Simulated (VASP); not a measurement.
A run of VASP 6.6.1 is set up as follows.

Contents of INCAR:

```
SYSTEM = SnSe2
PREC = Accurate
ENCUT = 520
EDIFF = 1E-6
ISMEAR = 0
SIGMA = 0.1
LREAL = .False.
LASPH = .True.
NELM = 100
ALGO = Normal
ISIF = 2
LWAVE = .False.
LCHARG = .False.
GGA = PE
NBANDS = 20
```

Contents of KPOINTS:

```
Automatic mesh
0
Gamma
  4 4 4
  0 0 0
```

POSCAR

```
SnSe2
1.0
    5.3027620035      0.0000000000      0.0000000000
    0.0000000000      5.3027620035      0.0000000000
    0.0000000000      0.0000000000      5.0188417958
Sn Se
1 2
Direct
    0.0000000000      0.0000000000      0.7127072382
    0.5000000000      0.0000000000      0.7104359959
    0.0000000000      0.5000000000      0.7104359959
```

Potentials or basis: VASP PAW PBE potentials, release 64 (Sn_d, Se).

Launch:

```bash
$ cat potpaw_PBE.64/Sn_d/POTCAR potpaw_PBE.64/Se/POTCAR > POTCAR
$ mpirun -np 1 vasp_std > vasp.out
```

Q: What does it give for the band gap on the k mesh?

A: Zero (band 13 reaches 0.39 eV, above the bottom of band 14 at -0.56 eV).

Q: Predict the largest force.

A: 0.006 eV/Å.

Q: What does it give for the pressure?

A: 0.3 GPa.

Forces on the atoms (eV/Å):
```
Sn   0.000  0.000 -0.006
Se   0.000  0.000  0.003
Se   0.000  0.000  0.003
```

Caveat: spin-orbit coupling is left out, which moves the levels of the heavy elements.
